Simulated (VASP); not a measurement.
Crystal: Sn2Te3Pt.

```
Sn Te Pt
1.0
     3.81416    0.00000    0.00000
     0.00000    3.81416    0.00000
     0.00000    0.00000   11.54787
Sn Te Pt
2 3 1
Direct
  0.50000 0.50000 0.32482
  0.50000 0.50000 0.67518
  0.00000 0.00000 0.83907
  0.00000 0.00000 0.16093
  0.00000 0.00000 0.50000
  0.50000 0.50000 0.00000
```

| Item | Value |
| --- | --- |
| Program | VASP 6.6.1 |
| Task | relaxation of cell and atoms |
| Functional | PBE |
| Potentials or basis | VASP PAW PBE potentials, release 64 (Sn_d, Te, Pt) |
| Cutoff | 600 eV |
| k mesh | 4 × 4 × 2 |
| Occupations | gaussian, width 0.1 eV |
| Spin | no spin polarisation |

At the start: pressure -4.1 GPa; volume 28.00 Å³/atom.

Task: How do energy, volume and symmetry change on relaxing?

Result: Over 12 steps the energy falls by 122.7 meV/atom and the volume is 25.96 Å³/atom (-7.3 %); space group P4/mmm (No. 123, to 0.05 Å).

Step by step:
```csv
step,energy change (eV),largest force (eV/Å),pressure (GPa),volume (Å³)
1,0.0000,1.4154,-4.07,168.00
2,-0.3750,1.4099,1.22,151.30
3,-0.3782,1.3772,1.97,149.62
4,-0.5995,0.7742,2.01,149.67
5,-0.6787,0.1518,2.44,149.70
6,-0.7009,0.1873,-1.92,159.84
7,-0.7266,0.1241,-0.22,155.43
8,-0.7320,0.0952,-0.12,155.23
9,-0.7334,0.0739,-0.01,155.06
10,-0.7350,0.0614,0.08,154.97
11,-0.7355,0.0517,0.17,154.89
12,-0.7360,0.0349,-0.19,155.75
```

Final structure:
```xyz
6
Lattice="3.6821 0.0000 0.0000 0.0000 3.6821 0.0000 0.0000 0.0000 11.4879" Properties=species:S:1:pos:R:3 pbc="T T T"
Sn    1.8410    1.8410    3.7037
Sn    1.8410    1.8410    7.7842
Te    0.0000    0.0000    9.9405
Te    3.6821    3.6821    1.5474
Te    0.0000    3.6821    5.7439
Pt    1.8410    1.8410    0.0000
```

Caveat: the k points lie up to 0.43 Å⁻¹ apart in the final cell.
